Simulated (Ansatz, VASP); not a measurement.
# Be2ZnTe3 in VASP and in Ansatz

```
CELL_PARAMETERS angstrom
4.10987 0.00000 0.00000
-2.05494 3.55925 0.00000
0.00000 0.00000 20.42359
ATOMIC_POSITIONS crystal
Be 0.66667 0.33333 0.17029
Be 0.66667 0.33333 0.82988
Be 0.33333 0.66667 0.32988
Be 0.33333 0.66667 0.67029
Zn 0.66667 0.33333 0.50199
Zn 0.33333 0.66667 0.00199
Te 0.66667 0.33333 0.29114
Te 0.66667 0.33333 0.63180
Te 0.66667 0.33333 0.94990
Te 0.33333 0.66667 0.13180
Te 0.33333 0.66667 0.44990
Te 0.33333 0.66667 0.79114
```

Alike in both runs: task single point; functional PBE; k mesh 6 × 6 × 1; occupations gaussian, width 0.1 eV; no spin polarisation.

```csv
,VASP,Ansatz
version,VASP 6.6.1,Ansatz 0.2.0
potentials or method,"VASP PAW PBE potentials, release 64 (Be, Zn, Te), cutoff 520 eV","scalar-relativistic, plane waves, PAW"
valence electrons in the cell,68,128
```

```csv
,VASP,Ansatz,Ansatz less VASP
gap on the k mesh at the Fermi level (eV),1.66,1.67,+0.009
least direct gap on the mesh (eV),2.09,2.09,+0.008
pressure (GPa),0.2,0.0,-0.11
```

VASP's potentials hold 68 valence electrons a cell and Ansatz's 128, so a difference there can come from the potentials and not from the codes.

Spin-orbit coupling is off throughout.
